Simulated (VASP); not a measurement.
Runs of VASP 6.6.1 on Hf. The structure is that of space group P6_3/mmc (No. 194), or close to it. The cells are those of the table. 

```csv
task,cell,k mesh,cutoff (eV),gap on the mesh (eV),pressure (GPa),relaxed volume (Å³/atom)
relaxation of cell and atoms,"relaxed from a = 3.160, b = 3.160, c = 5.160 Å, angles 90.0, 90.0, 120.0°, 2 atoms",7 × 7 × 4,600,none,0.0,(a)
single point,"a = 3.122, b = 3.122, c = 4.938 Å, angles 90.0, 90.0, 120.0°, 2 atoms",8 × 8 × 4,520,none,0.1,-
single point,"a = 3.132, b = 3.132, c = 4.955 Å, angles 90.0, 90.0, 120.0°, 2 atoms",8 × 8 × 4,520,none,-1.1,-
relaxation of cell and atoms,"relaxed from a = 3.117, b = 3.117, c = 4.964 Å, angles 90.0, 90.0, 120.0°, 2 atoms",8 × 8 × 4,600,none,0.0,20.85
```

Alike in all rows: level LDA; potentials or basis VASP PAW LDA potentials, release 64 (Hf_pv); no spin polarisation; smearing fermi-dirac 0.05 eV.

Question: Fill in the values left out.

Answer: (a) 20.89.

Caveats: spin-orbit coupling is left out, which moves the levels of the heavy elements.

A k mesh can miss the band edges, and the runs leave out spin-orbit coupling on Hf.

A gap of «none» marks levels without a gap at the run's occupations.
